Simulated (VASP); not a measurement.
AlN, 4 atoms in the cell. The structure is hexagonal, space group P6_3mc (No. 186). The conventional cell has a = 3.093 Å, b = 3.093 Å, c = 4.945 Å, α = 90.00°, β = 90.00°, γ = 120.00°. Within 2.5 Å of Al (site symmetry 3m) lie 4 N at 1.88 to 1.89 Å. Within 2.5 Å of N (site symmetry 3m) lie 4 Al at 1.88 to 1.89 Å. 

```yaml
Program: VASP 6.6.1
Task: single point
Functional: PBE
Potentials_or_basis: VASP PAW PBE potentials, release 64 (Al, N)
Cutoff: 520 eV
k_mesh: 12 × 12 × 6
Occupations: gaussian, width 0.01 eV
Spin: no spin polarisation
Dipole_correction: no
Further_INCAR_settings: ALGO = Normal; EDIFF = 1e-06; NBANDS = 16
```

Potentials or basis: VASP PAW PBE potentials, release 64 (Al, N).

Run with:

```bash
$ cat potpaw_PBE.64/Al/POTCAR potpaw_PBE.64/N/POTCAR > POTCAR
$ mpirun -np 1 vasp_std > vasp.out
```

Hardware: 1 thread of Intel(R) Xeon(R) 6975P-C (Granite Rapids) (shared host).

**Question.** How long does it take, and how much memory?

**Answer.** Run time: 16 s on 1 thread of Intel(R) Xeon(R) 6975P-C (Granite Rapids) (shared host), peak memory 0.17 GiB. Counts: scf iterations 13, k points 76.
